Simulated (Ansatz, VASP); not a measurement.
## Mo in VASP and in Ansatz

INCAR

```
SYSTEM = Mo
ALGO = Normal
EDIFF = 1E-6
ENCUT = 520
GGA = RP
ISIF = 2
ISMEAR = -1
LASPH = .TRUE.
LCHARG = .FALSE.
LREAL = .FALSE.
LWAVE = .FALSE.
NBANDS = 21
NELM = 100
PREC = Accurate
SIGMA = 0.1
```

File KPOINTS:

```
k-points
0
G
  15 15 7
  0 0 0
```

POSCAR

```
Mo
1.0
    2.6948873710      0.0000000000      0.0000000000
   -1.3474436855      2.3338409236      0.0000000000
    0.0000000000      0.0000000000      4.7831263496
Mo
2
Direct
    0.3333333333      0.6666666667      0.2500000000
    0.6666666667      0.3333333333      0.7500000000
```

Input for Ansatz:

```yaml
crystal:
  lattice:
    - [2.694887371, 0.0, 0.0]
    - [-1.3474436855, 2.3338409236, 0.0]
    - [0.0, 0.0, 4.7831263496]
  atoms:
    - { symbol: Mo, position: [0.3333333333, 0.6666666667, 0.25] }
    - { symbol: Mo, position: [0.6666666667, 0.3333333333, 0.75] }
hamiltonian:
  xc: rpbe
  pseudopotentials:
    kind: paw
    azcp:
      Mo: "pseudopotentials/Mo.paw.azcp"
basis:
  ecutwfc: 420
  fft_grid_basis: typed
kpoints:
  mp_grid: { grid: [15, 15, 7], shift: [0, 0, 0] }
magnetization:
  spin_polarized: false
scf:
  occupations: { method: fermi_dirac, width: 0.1 }
  lower_state_search: "off"
output:
  stress: true
```

Alike in both runs: task single point; functional RPBE; k mesh 15 × 15 × 7; occupations fermi-dirac, width 0.1 eV; no spin polarisation.

|  | VASP | Ansatz |
| --- | --- | --- |
| version | VASP 6.6.1 | Ansatz 0.2.0 |
| potentials or method | VASP PAW PBE potentials, release 64 (Mo_sv), cutoff 520 eV | plane waves (420 eV) with PAW, scalar-relativistic |
| valence electrons in the cell | 28 | 28 |

VASP gave:

* pressure (GPa): 23.2
* traceless stress, the component that is largest in VASP (GPa): -2.68

**Question.** Estimate Ansatz's values.

**Answer.** Pressure (GPa): 22.6; traceless stress, the component that is largest in VASP (GPa): -2.58.

VASP's potentials were made for PBE, not for RPBE. The functional is the same, so the differences come from potentials, cutoffs and numerics.
